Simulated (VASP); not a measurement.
# Be (P6_3/mmc) in VASP: a series of runs, part 2 of 2

VASP 6.6.1. Earlier steps stand in the parts before.

## 4. Single point, PBE (8.70 Å³/atom)

This run uses another cell than the first one, of 8.70 Å³/atom.

INCAR reads:

```
ALGO = Fast
EDIFF = 1E-7
ENCUT = 520
GGA = PE
ISIF = 2
ISMEAR = 0
LASPH = True
LCHARG = False
LREAL = False
LWAVE = False
NBANDS = 9
NELM = 60
PREC = Accurate
SIGMA = 0.1
```

KPOINTS reads:

```
k-points
0
Gamma
  24 24 12
```

POSCAR reads:

```
Be
1.0
    2.3423204306      0.0000000000      0.0000000000
   -1.1711602153      2.0285089967      0.0000000000
    0.0000000000      0.0000000000      3.6627260375
Be
2
Direct
    0.3333333333      0.6666666667      0.2500000000
    0.6666666667      0.3333333333      0.7500000000
```

Potentials or basis: VASP PAW PBE potentials, release 64 (Be).

Started as:

```
$ cat potpaw_PBE.64/Be/POTCAR > POTCAR
$ mpirun -np 1 vasp_std > vasp.out
```

OUTCAR:

```text
EDIFF = 1E-7
   ENCUT = 520
   GGA = PE
   ISIF = 2
   ISMEAR = 0
   LASPH = True
   LREAL = False
   NELM = 60
   PREC = Accurate

 ion  position               nearest neighbor table
   1  0.333  0.667  0.250-   2 2.28   2 2.28   2 2.28   2 2.28   2 2.28   2 2.28
   2  0.667  0.333  0.750-   1 2.28   1 2.28   1 2.28   1 2.28   1 2.28   1 2.28

  LATTYP: Found a hexagonal cell.
 ALAT       =     2.3423204306
 C/A-ratio  =     1.5637168978

  Lattice vectors:

 A1 = (   2.3423204306,   0.0000000000,   0.0000000000)
 A2 = (  -1.1711602153,   2.0285089967,   0.0000000000)
 A3 = (   0.0000000000,   0.0000000000,   3.6627260375)

Analysis of symmetry for initial positions (statically):
=====================================================================
 Subroutine PRICEL returns:
 Original cell was already a primitive cell.

 Routine SETGRP: Setting up the symmetry group for a
 hexagonal supercell.

 Subroutine GETGRP returns: Found 24 space group operations
 (whereof 12 operations were pure point group operations)
 out of a pool of 24 trial point group operations.

The static configuration has the point symmetry D_3d.
 The point group associated with its full space group is D_6h.

Analysis of symmetry for dynamics (positions and initial velocities):
=====================================================================
 Subroutine PRICEL returns:
 Original cell was already a primitive cell.

 Routine SETGRP: Setting up the symmetry group for a
 hexagonal supercell.

 Subroutine GETGRP returns: Found 24 space group operations
 (whereof 12 operations were pure point group operations)
 out of a pool of 24 trial point group operations.

The dynamic configuration has the point symmetry D_3d.
 The point group associated with its full space group is D_6h.

 Subroutine INISYM returns: Found 24 space group operations
 (whereof 12 operations are pure point group operations),
 and found     1 'primitive' translations

----------------------------------------------------------------------------------------

                                     Primitive cell

  volume of cell :      17.4031

  direct lattice vectors                    reciprocal lattice vectors
     2.342320431  0.000000000  0.000000000     0.426927071  0.246486459  0.000000000
    -1.171160215  2.028508997  0.000000000     0.000000000  0.492972918  0.000000000
     0.000000000  0.000000000  3.662726038     0.000000000  0.000000000  0.273020693

  length of vectors
     2.342320431  2.342320431  3.662726038     0.492972918  0.492972918  0.273020693

  position of ions in fractional coordinates (direct lattice)
     0.333333333  0.666666667  0.250000000
     0.666666667  0.333333333  0.750000000

  ion indices of the primitive-cell ions
   primitive index   ion index
                 1           1
                 2           2

----------------------------------------------------------------------------------------

 KPOINTS: k-points

Automatic generation of k-mesh.
 Grid dimensions read from file:
 generate k-points for:   24   24   12

 Generating k-lattice:

  Cartesian coordinates                     Fractional coordinates (reciprocal lattice)
     0.017788628  0.010270269  0.000000000     0.041666667  0.000000000  0.000000000
     0.000000000  0.020540538  0.000000000     0.000000000  0.041666667  0.000000000
     0.000000000  0.000000000  0.022751724     0.000000000  0.000000000  0.083333333

  Length of vectors
     0.020540538  0.020540538  0.022751724

  Shift w.r.t. Gamma in fractional coordinates (k-lattice)
     0.000000000  0.000000000  0.000000000

 Subroutine IBZKPT returns following result:
 ===========================================

 Found    427 irreducible k-points:

 Following reciprocal coordinates:
            Coordinates               Weight
  0.000000  0.000000  0.000000      1.000000
  0.041667 -0.000000  0.000000      6.000000
  0.083333 -0.000000  0.000000      6.000000
  0.125000 -0.000000  0.000000      6.000000
  0.166667 -0.000000  0.000000      6.000000
  0.208333 -0.000000  0.000000      6.000000
[... 16 lines left out ...]
  0.416667  0.041667  0.000000     12.000000
  0.458333  0.041667  0.000000     12.000000
 [... further k-points ...]
   k-points           NKPTS =    427   k-points in BZ     NKDIM =    427   number of bands    NBANDS=      9
   number of dos      NEDOS =    301   number of ions     NIONS =      2
   total plane-waves  NPLWV =   9072
   dimension x,y,z NGX =    18 NGY =   18 NGZ =   28
   dimension x,y,z NGXF=    36 NGYF=   36 NGZF=   56
   ions per type =               2
   NGX,Y,Z   is equivalent  to a cutoff of  12.78, 12.78, 12.71 a.u.
   NGXF,Y,Z  is equivalent  to a cutoff of  25.55, 25.55, 25.42 a.u.
 SYSTEM =  unknown system
   PREC   = accura    normal or accurate (medium, high low for compatibility)
   ISTART =      0    job   : 0-new  1-cont  2-samecut
   ICHARG =      2    charge: 1-file 2-atom 10-const
   ISPIN  =      1    spin polarized calculation?
   LNONCOLLINEAR =      F non collinear calculations
   LSORBIT =      F    spin-orbit coupling
   LASPH  =      T    aspherical Exc in radial PAW
   ENCUT  =  520.0 eV  38.22 Ry    6.18 a.u.   4.36  4.36  6.81*2*pi/ulx,y,z
   NELM   =     60;   NELMIN=  2; NELMDL= -5     # of ELM steps
   EDIFF  = 0.1E-06   stopping-criterion for ELM
   LREAL  =      F    real-space projection
   EDIFFG = 0.1E-05   stopping-criterion for IOM
   NSW    =      0    number of steps for IOM
   IBRION =     -1    ionic relax: 0-MD 1-quasi-New 2-CG
   NFREE  =      0    steps in history (QN), initial steepest desc. (CG)
   ISIF   =      2    stress and relaxation
   ISYM   =      2    0-nonsym 1-usesym 2-fastsym
   POTIM  = 0.5000    time-step for ionic-motion
   TEBEG  =    0.0;   TEEND  =   0.0 temperature during run
   PSTRESS=    0.0 pullay stress
   NELECT =       4.0000    total number of electrons
   NUPDOWN=      -1.0000    fix difference up-down
   EMIN   =  10.00;   EMAX   =-10.00  energy-range for DOS
   EFERMI =   0.00;   METHOD = LEGACY
   ISMEAR =     0;   SIGMA  =   0.10  broadening in eV -4-tet -1-fermi 0-gaus
   EFERMI_NEDOS =   21; number of points for ismear=-14 and -15
   IALGO  =     68    algorithm
   IMIX   =      4    mixing-type and parameters
     AMIX     =   0.40;   BMIX     =  1.00
     AMIX_MAG =   1.60;   BMIX_MAG =  1.00
  volume/ion in A,a.u.               =       8.70        58.72
  Fermi-wavevector in a.u.,A,eV,Ry     =   1.002811  1.895037 13.682416  1.005629
  Thomas-Fermi vector in A             =   2.135322
   LORBIT       =      0    0 simple, 1 ext, 2 COOP (PROOUT), +10 PAW based schemes
   GGA     = PE    functional components
   LHFCALC =     F    Hartree Fock is set to
   AEXX    =    0.0000 exact exchange contribution
   IVDW    =     0    specifies the selected vdW correction
   LEPSILON=     F    determine dielectric tensor
   LRPA    =     F    only Hartree local field effects (RPA)
 non-spin polarized calculation
 RMM-DIIS sequential band-by-band and
 Gauss-broadening in eV      SIGMA  =   0.10
  energy-cutoff  :      520.00
  volume of cell :       17.40
 maximum number of plane-waves:       494
 NGX is ok and might be reduce to    18
   NGX =  9   NGY =  9   NGZ = 13

 number of electron       4.0000000 magnetization

 Free energy of the ion-electron system (eV)
  ---------------------------------------------------
  ext. energy  EPLUGINS =         0.00000000
  ---------------------------------------------------
  free energy    TOTEN  =        -7.48099705 eV

  energy without entropy =       -7.48003574  energy(sigma->0) =       -7.48051640

 E-fermi :   6.2244     XC(G=0): -10.2946

 val. band max:        6.1758805700   @ k =   0.3333   0.2917   0.3333
 cond. band min:       6.2357933745   @ k =   0.2917   0.2500   0.0000
 fundamental gap:      0.0599128045
 Fermi energy:         6.2244353025

 k-point     1 :       0.0000    0.0000    0.0000
  band No.  band energies     occupation
      1      -4.5627      2.00000
      2       2.2161      2.00000
      3       7.1851      0.00000
      4      20.9633      0.00000
      5      20.9633      0.00000
      6      23.6589      0.00000
      7      23.6589      0.00000
      8      25.7491      0.00000
      9      31.7402      0.00000
[... 265 lines left out ...]
 k-point    24 :       0.4583    0.0417    0.0000
  band No.  band energies     occupation
      1       1.4566      2.00000
      2       3.4061      2.00000
      3       9.5678      0.00000
      4      12.4364      0.00000
      5      12.6713      0.00000
      6      14.0549      0.00000
      7      16.4168      0.00000
      8      21.8916      0.00000
      9      24.4766      0.00000

 [... further k-points ...]
[... 5 lines left out ...]
  --------------------------------------------------------------------------------------
  -------------------------------------------------------------------------------------
  Total       -1.0718915     -1.0718915     -1.0711490     -0.0000000     -0.0000000      0.0000000
  in kB      -98.6810383    -98.6810383    -98.6126850     -0.0000000     -0.0000000      0.0000000
  external PRESSURE =     -98.6582539 kB  Pullay stress =       0.0000000 kB

 VOLUME and BASIS-vectors are now :
 -----------------------------------------------------------------------------
  energy-cutoff  :      520.00
  volume of cell :       17.40
      direct lattice vectors                 reciprocal lattice vectors
     2.342320431  0.000000000  0.000000000     0.426927071  0.246486459  0.000000000
    -1.171160215  2.028508997  0.000000000     0.000000000  0.492972918  0.000000000
     0.000000000  0.000000000  3.662726038     0.000000000  0.000000000  0.273020693

 POSITION                                       TOTAL-FORCE (eV/Angst)
 -----------------------------------------------------------------------------------
     -0.00000      1.35234      0.91568         0.000000     -0.000000      0.000000
      1.17116      0.67617      2.74704        -0.000000      0.000000      0.000000
 -----------------------------------------------------------------------------------
    total drift:                                0.000000     -0.000000      0.000000

  FREE ENERGIE OF THE ION-ELECTRON SYSTEM (eV)
  ---------------------------------------------------
  free  energy   TOTEN  =        -7.4809970548 eV

  energy  without entropy=       -7.4800357386  energy(sigma->0) =       -7.48051640
```

Wall time 94 s (1 thread of Intel Xeon 8259CL, shared host); peak memory 0.17 GiB.

Results:

* Free energy: -7.4810 eV
* Pressure: -9.9 GPa
* Band gap on the k mesh: zero (bands 2 and 3 overlap by 2.00 eV)

Caveat: the cell stands under tension.

## 5. Relaxation of shape and atoms at fixed volume, PBE (6.96 Å³/atom)

This run uses another cell than the first one, of 6.96 Å³/atom.

INCAR reads:

```
SYSTEM = Be
PREC = Accurate
ENCUT = 600
EDIFF = 1E-7
ISMEAR = 0
SIGMA = 0.1
LREAL = .False.
LASPH = .True.
NELM = 80
ALGO = Normal
ISIF = 4
LWAVE = .False.
LCHARG = .False.
GGA = PE
IBRION = 2
NSW = 50
EDIFFG = -0.01
```

KPOINTS reads:

```
regular mesh
0
Gamma
  24 24 12
  0 0 0
```

POSCAR reads:

```
Be
1.0
    2.1674172080      0.0000000000      0.0000000000
   -1.0837086040      1.8770383628      0.0000000000
    0.0000000000      0.0000000000      3.4221733237
Be
2
Direct
    0.3333333333      0.6666666667      0.2500000000
    0.6666666667      0.3333333333      0.7500000000
```

Started as:

```
$ cat potpaw_PBE.64/Be/POTCAR > POTCAR
$ mpirun -np 1 vasp_std > vasp.out
```

Run time: 73 s. Hardware: 1 thread of Intel Xeon 8259CL, shared host; peak memory 0.16 GiB.

It converged, with:

```
Free energy               : -7.4258 eV
Energy gained by relaxing : 0.0 meV/atom
Ionic steps               : 2
Pressure after relaxing   : 19.6 GPa
Band gap on the k mesh    : zero (bands 2 and 3 overlap by 2.21 eV)
```

Final structure:
```
Be
1.0
     2.16606    0.00000    0.00000
    -1.08303    1.87587    0.00000
     0.00000    0.00000    3.42645
Be
2
Cartesian
  0.0000 1.2506 0.8566
  1.0830 0.6253 2.5698
```

Levels at points of the mesh, in eV from the Fermi level:
```tsv
k point	band 1	band 2	band 3	band 4	band 5	band 6
(0.00, 0.00, 0.00)	-12.03	-4.93	1.52	17.80	17.80	20.89
(0.50, 0.00, 0.00)	-5.45	-3.21	3.98	6.98	7.63	10.46
(0.00, 0.00, 0.50)	-9.78	-9.78	11.70	11.70	19.62	19.62
(0.50, 0.00, 0.50)	-3.98	-3.98	2.04	2.04	13.31	13.31
```

## 6. Overview

| task | cell | cutoff (eV) | gap on the mesh (eV) | pressure (GPa) |
| --- | --- | --- | --- | --- |
| single point | a = 2.289, b = 2.289, c = 3.593 Å, angles 90.0, 90.0, 120.0°, 2 atoms | 520 | none | -3.3 |
| single point | a = 2.312, b = 2.312, c = 3.623 Å, angles 90.0, 90.0, 120.0°, 2 atoms | 520 | none | -6.4 |
| single point | a = 2.342, b = 2.342, c = 3.663 Å, angles 90.0, 90.0, 120.0°, 2 atoms | 520 | none | -9.9 |
| relaxation of shape and atoms at fixed volume | relaxed from a = 2.167, b = 2.167, c = 3.422 Å, angles 90.0, 90.0, 120.0°, 2 atoms | 600 | none | 19.6 |

Alike in all rows: level PBE; potentials or basis VASP PAW PBE potentials, release 64 (Be); no spin polarisation; k mesh 24 × 24 × 12; smearing gaussian 0.1 eV.

Caveats: the cell stands under tension (at least some runs).

Total energies depend on the potentials used, so only differences within one code and one set of settings carry meaning.

The gap in the log of VASP goes by the Fermi energy; the results here count the filled bands.